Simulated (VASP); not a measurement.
A run of VASP 6.6.1 is set up as follows.

File POSCAR:

```
KRb2BiF6
1.0
    0.0000000000      4.6481178100      4.6481178100
    4.6481178100      0.0000000000      4.6481178100
    4.6481178100      4.6481178100      0.0000000000
F K Rb Bi
6 1 2 1
Direct
    0.7650000000      0.2350000000      0.2350000000
    0.2350000000      0.7650000000      0.2350000000
    0.2350000000      0.7650000000      0.7650000000
    0.7650000000      0.2350000000      0.7650000000
    0.2350000000      0.2350000000      0.7650000000
    0.7650000000      0.7650000000      0.2350000000
    0.5000000000      0.5000000000      0.5000000000
    0.2500000000      0.2500000000      0.2500000000
    0.7500000000      0.7500000000      0.7500000000
    0.0000000000      0.0000000000      0.0000000000
```

INCAR.step1

```
  ALGO = Normal
  EDIFF = 1E-4
  ENCUT = 520
  GGA = PE
  ISMEAR = -1
  LASPH = T
  LCHARG = F
  LREAL = F
  LWAVE = T
  NBANDS = 53
  NELM = 100
  PREC = Accurate
  SIGMA = 0.1
```

INCAR.step2

```
  ALGO = Normal
  EDIFF = 1E-6
  ENCUT = 520
  ISIF = 2
  ISMEAR = -1
  ISTART = 1
  LASPH = T
  LCHARG = T
  LELF = T
  LMIXTAU = T
  LREAL = F
  LVHAR = T
  LWAVE = F
  METAGGA = R2SCAN
  NBANDS = 53
  NELM = 100
  PREC = Accurate
  SIGMA = 0.1
```

The input KPOINTS:

```
k-points
0
Gamma
  4 4 4
```

Potentials or basis: VASP PAW PBE potentials, release 64 (F, K_sv, Rb_sv, Bi_d).

Launch:

```sh
$ cat potpaw_PBE.64/F/POTCAR potpaw_PBE.64/K_sv/POTCAR potpaw_PBE.64/Rb_sv/POTCAR potpaw_PBE.64/Bi_d/POTCAR > POTCAR
$ cp INCAR.step1 INCAR
$ mpirun -np 1 vasp_std > vasp.out
$ cp INCAR.step2 INCAR
$ mpirun -np 1 vasp_std > vasp.out
```

Problem. What does it give for the largest force?

Solution. 0.838 eV/Å.

Problem. Estimate the pressure.

Solution. 4.1 GPa.

Forces on the atoms (eV/Å):
```
F    0.838  0.000  0.000
F    0.000  0.838  0.000
F   -0.838  0.000  0.000
F    0.000 -0.838  0.000
F    0.000  0.000  0.838
F    0.000  0.000 -0.838
K    0.000  0.000  0.000
Rb   0.000  0.000  0.000
Rb   0.000  0.000  0.000
Bi   0.000  0.000  0.000
```

Caveat: the PAW data sets were made with another functional, which shifts forces and pressure a little.
